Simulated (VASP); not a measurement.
Here is a VASP 6.6.1 calculation.

INCAR

```
PREC = Accurate
ENCUT = 520
EDIFF = 1E-6
ISMEAR = -1
SIGMA = 0.1
LREAL = F
LASPH = T
NELM = 100
ALGO = Normal
ISIF = 2
LWAVE = F
LCHARG = T
GGA = PE
LELF = T
LVHAR = T
NBANDS = 16
```

KPOINTS

```
Automatic mesh
0
Gamma
  24 24 13
```

POSCAR

```
Co
1.0
    2.4583938885      0.0000000000      0.0000000000
   -1.2291969442      2.1290315600      0.0000000000
    0.0000000000      0.0000000000      3.9606905031
Co
2
Direct
    0.3333333333      0.6666666667      0.2500000000
    0.6666666667      0.3333333333      0.7500000000
```

Potentials or basis: VASP PAW PBE potentials, release 64 (Co).

Run with:

```bash
$ cat potpaw_PBE.64/Co/POTCAR > POTCAR
$ mpirun -np 1 vasp_std > vasp.out
```

(1) Estimate the pressure.

(2) Estimate the band gap on the k mesh.

Answers

(1) -0.5 GPa.

(2) zero (band 9 reaches 11.23 eV, above the bottom of band 10 at 9.70 eV).

Caveat: the run has no spin polarisation, though such a crystal can be magnetic.
